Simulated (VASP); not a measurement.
# ZrC (Fm-3m) in VASP: single point with revPBE

Aim: the single point of ZrC with revPBE.

All numbers are computed with VASP 6.6.1; they aren't measurements. Logs are shortened: lines on timing, memory, paths and dates and some standing lists are left out, and cuts for length are marked.

## Step 1: The cell of the first run

Symmetry: Fm-3m, No. 225, cubic system. The conventional cell has a = 4.730 Å, b = 4.730 Å, c = 4.730 Å, α = 90.00°, β = 90.00°, γ = 90.00°. Within 3.1 Å of Zr (site symmetry m-3m) lie 6 C at 2.37 Å. C (site symmetry m-3m) has 6 Zr at 2.37 Å within 3.1 Å.

## Step 2: Single point, revPBE, non-collinear spin, zero start, spin-orbit coupling

POSCAR reads:

```
ZrC
1.0
    0.0000000000      2.3650000000      2.3650000000
    2.3650000000      0.0000000000      2.3650000000
    2.3650000000      2.3650000000      0.0000000000
Zr C
1 1
Direct
    0.5000000000      0.5000000000      0.5000000000
    0.0000000000      0.0000000000      0.0000000000
```

INCAR.step1 reads:

```
SYSTEM = ZrC
PREC = Accurate ; ENCUT = 520
EDIFF = 1E-6 ; ISMEAR = -1
SIGMA = 0.1 ; LREAL = .FALSE.
LASPH = .TRUE. ; NELM = 200
ALGO = Normal ; ISIF = 2
LWAVE = .FALSE. ; LCHARG = .TRUE.
LNONCOLLINEAR = .TRUE. ; MAGMOM = 0 0 0 0 0 0
LSORBIT = .TRUE. ; GGA_COMPAT = .FALSE.
LORBMOM = .TRUE. ; LMAXMIX = 4
GGA = RE ; NBANDS = 28
NEDOS = 2001 ; LORBIT = 11
```

KPOINTS.step1 reads:

```
regular mesh
0
G
  10 10 10
  0 0 0
```

INCAR.step2 reads:

```
SYSTEM = ZrC
PREC = Accurate ; ENCUT = 520
EDIFF = 1E-6 ; ISMEAR = -5
SIGMA = 0.1 ; LREAL = .FALSE.
LASPH = .TRUE. ; NELM = 200
ALGO = Normal ; ISIF = 2
LWAVE = .FALSE. ; LCHARG = .FALSE.
LNONCOLLINEAR = .TRUE. ; MAGMOM = 0 0 0 0 0 0
LORBIT = 11 ; LSORBIT = .TRUE.
GGA_COMPAT = .FALSE. ; LORBMOM = .TRUE.
LMAXMIX = 4 ; GGA = RE
NBANDS = 28 ; NEDOS = 1001
ICHARG = 11
```

KPOINTS.step2 reads:

```
regular mesh
0
G
  15 15 15
  0 0 0
```

Potentials or basis: VASP PAW PBE potentials, release 64 (Zr_sv, C).

On the command line:

```sh
$ cat potpaw_PBE.64/Zr_sv/POTCAR potpaw_PBE.64/C/POTCAR > POTCAR
$ cp INCAR.step1 INCAR
$ cp KPOINTS.step1 KPOINTS
$ mpirun -np 1 vasp_ncl > vasp.out
$ cp INCAR.step2 INCAR
$ cp KPOINTS.step2 KPOINTS
$ mpirun -np 1 vasp_ncl > vasp.out
```

OUTCAR:

```text
SYSTEM = ZrC
   PREC = Accurate
   ENCUT = 520
   EDIFF = 1E-6
   ISMEAR = -5
   LREAL = .FALSE.
   LASPH = .TRUE.
   NELM = 200
   ISIF = 2
   LNONCOLLINEAR = .TRUE.
   LORBIT = 11
   LSORBIT = .TRUE.
   GGA = RE
   ICHARG = 11

 ion  position               nearest neighbor table
   1  0.500  0.500  0.500-   2 2.37   2 2.37   2 2.37   2 2.37   2 2.37   2 2.37
   2  0.000  0.000  0.000-   1 2.37   1 2.37   1 2.37   1 2.37   1 2.37   1 2.37

  LATTYP: Found a face centered cubic cell.
 ALAT       =     4.7300000000

  Lattice vectors:

 A1 = (   0.0000000000,   2.3650000000,   2.3650000000)
 A2 = (   2.3650000000,   0.0000000000,   2.3650000000)
 A3 = (   2.3650000000,   2.3650000000,   0.0000000000)

Analysis of symmetry for initial positions (statically):
=====================================================================
 Subroutine PRICEL returns:
 Original cell was already a primitive cell.

 Routine SETGRP: Setting up the symmetry group for a
 face centered cubic supercell.

 Subroutine GETGRP returns: Found 48 space group operations
 (whereof 48 operations were pure point group operations)
 out of a pool of 48 trial point group operations.

The static configuration has the point symmetry O_h .

Analysis of symmetry for dynamics (positions and initial velocities):
=====================================================================
 Subroutine PRICEL returns:
 Original cell was already a primitive cell.

 Routine SETGRP: Setting up the symmetry group for a
 face centered cubic supercell.

 Subroutine GETGRP returns: Found 48 space group operations
 (whereof 48 operations were pure point group operations)
 out of a pool of 48 trial point group operations.

The dynamic configuration has the point symmetry O_h .

Analysis of structural, dynamic, and magnetic symmetry:
=====================================================================
 Subroutine PRICEL returns:
 Original cell was already a primitive cell.

 Routine SETGRP: Setting up the symmetry group for a
 face centered cubic supercell.

 Subroutine GETGRP returns: Found 48 space group operations
 (whereof 48 operations were pure point group operations)
 out of a pool of 48 trial point group operations.

The overall configuration has the point symmetry O_h .

 Subroutine INISYM returns: Found 48 space group operations
 (whereof 48 operations are pure point group operations),
 and found     1 'primitive' translations

----------------------------------------------------------------------------------------

                                     Primitive cell

  volume of cell :      26.4560

  direct lattice vectors                    reciprocal lattice vectors
     0.000000000  2.365000000  2.365000000    -0.211416490  0.211416490  0.211416490
     2.365000000  0.000000000  2.365000000     0.211416490 -0.211416490  0.211416490
     2.365000000  2.365000000  0.000000000     0.211416490  0.211416490 -0.211416490

  length of vectors
     3.344615075  3.344615075  3.344615075     0.366184103  0.366184103  0.366184103

  position of ions in fractional coordinates (direct lattice)
     0.500000000  0.500000000  0.500000000
     0.000000000  0.000000000  0.000000000

  ion indices of the primitive-cell ions
   primitive index   ion index
                 1           1
                 2           2

----------------------------------------------------------------------------------------

 KPOINTS: regular mesh

Automatic generation of k-mesh.
 Grid dimensions read from file:
 generate k-points for:   15   15   15

 Generating k-lattice:

  Cartesian coordinates                     Fractional coordinates (reciprocal lattice)
    -0.014094433  0.014094433  0.014094433     0.066666667  0.000000000  0.000000000
     0.014094433 -0.014094433  0.014094433     0.000000000  0.066666667  0.000000000
     0.014094433  0.014094433 -0.014094433     0.000000000  0.000000000  0.066666667

  Length of vectors
     0.024412274  0.024412274  0.024412274

  Shift w.r.t. Gamma in fractional coordinates (k-lattice)
     0.000000000  0.000000000  0.000000000

 TETIRR: Found    484 inequivalent tetrahedra from    20250

 Subroutine IBZKPT returns following result:
 ===========================================

 Found    120 irreducible k-points:

 Following reciprocal coordinates:
            Coordinates               Weight
  0.000000  0.000000  0.000000      1.000000
[... 50 lines left out ...]
   POTIM  = 0.5000    time-step for ionic-motion
   TEBEG  =    0.0;   TEEND  =   0.0 temperature during run
   PSTRESS=    0.0 pullay stress
   NELECT =      16.0000    total number of electrons
   NUPDOWN=      -1.0000    fix difference up-down
   EMIN   =  10.00;   EMAX   =-10.00  energy-range for DOS
   EFERMI =   0.00;   METHOD = LEGACY
   ISMEAR =    -5;   SIGMA  =   0.10  broadening in eV -4-tet -1-fermi 0-gaus
   EFERMI_NEDOS =   21; number of points for ismear=-14 and -15
   IALGO  =     38    algorithm
   IMIX   =      4    mixing-type and parameters
     AMIX     =   0.40;   BMIX     =  1.00
     AMIX_MAG =   1.60;   BMIX_MAG =  1.00
  volume/ion in A,a.u.               =      13.23        89.27
  Fermi-wavevector in a.u.,A,eV,Ry     =   1.384439  2.616209 26.077880  1.916670
  Thomas-Fermi vector in A             =   2.508943
   LORBIT       =     11    0 simple, 1 ext, 2 COOP (PROOUT), +10 PAW based schemes
   GGA     = RE    functional components
   LHFCALC =     F    Hartree Fock is set to
   AEXX    =    0.0000 exact exchange contribution
   IVDW    =     0    specifies the selected vdW correction
   LEPSILON=     F    determine dielectric tensor
   LRPA    =     F    only Hartree local field effects (RPA)
 Fermi weights with tetrahedron method with Bloechl corrections
  energy-cutoff  :      520.00
  volume of cell :       26.46
 maximum number of plane-waves:      1456
 NGX is ok and might be reduce to    28

 number of electron      16.0000000 magnetization      -0.0000000      0.0000000      0.0000000

 Free energy of the ion-electron system (eV)
  ---------------------------------------------------
  ext. energy  EPLUGINS =         0.00000000
  ---------------------------------------------------
  free energy    TOTEN  =       -18.78750838 eV

  energy without entropy =      -18.78750838  energy(sigma->0) =      -18.78750838

 E-fermi :   9.5154     XC(G=0): -11.9875

 val. band max:        9.6073309250   @ k =   0.0667   0.0000   0.0000
 cond. band min:       9.3390169207   @ k =   0.2000   0.2000   0.0000
 fundamental gap:     -0.2683140042
 Fermi energy:         9.5153563000

 k-point     1 :       0.0000    0.0000    0.0000
  band No.  band energies     occupation
      1     -38.7382      1.00000
      2     -38.7382      1.00000
      3     -17.6387      1.00000
      4     -17.6387      1.00000
      5     -15.8852      1.00000
      6     -15.8852      1.00000
[... 733 lines left out ...]
     27      18.6664      0.00000
     28      18.6664      0.00000

 [... further k-points ...]

------------------------ aborting loop because EDIFF is reached ----------------------------------------

  FORCE on cell =-STRESS in cart. coord.  units (eV):
  Direction    XX          YY          ZZ          XY          YZ          ZX
  --------------------------------------------------------------------------------------
  -------------------------------------------------------------------------------------
  Total       -0.0645505     -0.0645505     -0.0645505      0.0000000      0.0000000      0.0000000
  in kB       -3.9091889     -3.9091889     -3.9091889      0.0000000      0.0000000      0.0000000
  external PRESSURE =      -3.9091889 kB  Pullay stress =       0.0000000 kB

 VOLUME and BASIS-vectors are now :
 -----------------------------------------------------------------------------
  energy-cutoff  :      520.00
  volume of cell :       26.46
      direct lattice vectors                 reciprocal lattice vectors
     0.000000000  2.365000000  2.365000000    -0.211416490  0.211416490  0.211416490
     2.365000000  0.000000000  2.365000000     0.211416490 -0.211416490  0.211416490
     2.365000000  2.365000000  0.000000000     0.211416490  0.211416490 -0.211416490

 POSITION                                       TOTAL-FORCE (eV/Angst)
 -----------------------------------------------------------------------------------
      2.36500      2.36500      2.36500        -0.000000     -0.000000     -0.000000
      0.00000      0.00000      0.00000         0.000000      0.000000      0.000000
 -----------------------------------------------------------------------------------
    total drift:                                0.000000      0.000000      0.000000

  FREE ENERGIE OF THE ION-ELECTRON SYSTEM (eV)
  ---------------------------------------------------
  free  energy   TOTEN  =       -18.7875083807 eV

  energy  without entropy=      -18.7875083807  energy(sigma->0) =      -18.78750838

 orbital moment (x)

 # of ion     p       d       tot
 ----------------------------------------
  1         0.000   0.000   0.000
  2         0.000   0.000   0.000
 ----------------------------------------
            0.000   0.000   0.000

 orbital moment (y)

 # of ion     p       d       tot
 ----------------------------------------
  1         0.000  -0.000  -0.000
  2         0.000   0.000   0.000
 ----------------------------------------
            0.000  -0.000  -0.000

 orbital moment (z)

 # of ion     p       d       tot
 ----------------------------------------
  1         0.000   0.000   0.000
  2         0.000   0.000   0.000
 ----------------------------------------
            0.000   0.000   0.000

 Spin-Orbit-Coupling matrix elements

 Ion:    1  E_soc:     -0.1385753
 l=   1
     0.0000000    -0.0225157    -0.0225157
    -0.0225157     0.0000000    -0.0225157
    -0.0225157    -0.0225157     0.0000000
 l=   2
     0.0000000    -0.0001185     0.0000000    -0.0001185    -0.0004617
    -0.0001185     0.0000000    -0.0003463    -0.0001185    -0.0001154
     0.0000000    -0.0003463     0.0000000    -0.0003463     0.0000000
    -0.0001185    -0.0001185    -0.0003463     0.0000000    -0.0001154
    -0.0004617    -0.0001154     0.0000000    -0.0001154     0.0000000
 l=   3
     0.0000000     0.0000000     0.0000000     0.0000000     0.0000000     0.0000000     0.0000000
     0.0000000     0.0000000     0.0000000     0.0000000     0.0000000     0.0000000     0.0000000
     0.0000000     0.0000000     0.0000000     0.0000000     0.0000000     0.0000000     0.0000000
     0.0000000     0.0000000     0.0000000     0.0000000     0.0000000     0.0000000     0.0000000
     0.0000000     0.0000000     0.0000000     0.0000000     0.0000000     0.0000000     0.0000000
     0.0000000     0.0000000     0.0000000     0.0000000     0.0000000     0.0000000     0.0000000
     0.0000000     0.0000000     0.0000000     0.0000000     0.0000000     0.0000000     0.0000000

 Ion:    2  E_soc:     -0.0001166
 l=   1
     0.0000000    -0.0000194    -0.0000194
    -0.0000194     0.0000000    -0.0000194
    -0.0000194    -0.0000194     0.0000000
 l=   2
     0.0000000     0.0000000     0.0000000     0.0000000     0.0000000
     0.0000000     0.0000000     0.0000000     0.0000000     0.0000000
     0.0000000     0.0000000     0.0000000     0.0000000     0.0000000
     0.0000000     0.0000000     0.0000000     0.0000000     0.0000000
     0.0000000     0.0000000     0.0000000     0.0000000     0.0000000
 l=   3
     0.0000000     0.0000000     0.0000000     0.0000000     0.0000000     0.0000000     0.0000000
     0.0000000     0.0000000     0.0000000     0.0000000     0.0000000     0.0000000     0.0000000
     0.0000000     0.0000000     0.0000000     0.0000000     0.0000000     0.0000000     0.0000000
     0.0000000     0.0000000     0.0000000     0.0000000     0.0000000     0.0000000     0.0000000
     0.0000000     0.0000000     0.0000000     0.0000000     0.0000000     0.0000000     0.0000000
     0.0000000     0.0000000     0.0000000     0.0000000     0.0000000     0.0000000     0.0000000
     0.0000000     0.0000000     0.0000000     0.0000000     0.0000000     0.0000000     0.0000000

 total charge

# of ion       s       p       d       tot
------------------------------------------
    1        2.170   6.040   1.598   9.809
    2        0.890   1.463   0.000   2.352
--------------------------------------------------
tot          3.060   7.503   1.598  12.161

 magnetization (x)

# of ion       s       p       d       tot
------------------------------------------
    1        0.000   0.000   0.000   0.000
    2        0.000   0.000   0.000   0.000
--------------------------------------------------
tot          0.000   0.000   0.000   0.000

 magnetization (y)

# of ion       s       p       d       tot
------------------------------------------
    1        0.000   0.000   0.000   0.000
    2        0.000   0.000   0.000   0.000
--------------------------------------------------
tot          0.000   0.000   0.000   0.000

 magnetization (z)

# of ion       s       p       d       tot
------------------------------------------
    1       -0.000  -0.000   0.000  -0.000
    2        0.000   0.000   0.000   0.000
--------------------------------------------------
tot         -0.000  -0.000   0.000  -0.000
```

It took 4.2 min on 1 thread of Intel Xeon Platinum 8375C at 2.90GHz (Ice Lake), shared host; peak memory 0.32 GiB.

Results:

| Item | Value |
| --- | --- |
| Net moment | 0.00 μB per cell |
| Valence electrons inside the program's atomic spheres | Zr 9.81; C 2.35 |

Moments on the atoms (μB; x, y, z):
```
Zr  0.00 0.00 0.00
C   0.00 0.00 0.00
```

Caveat: the PAW data sets were made with another functional, which shifts forces and pressure a little.
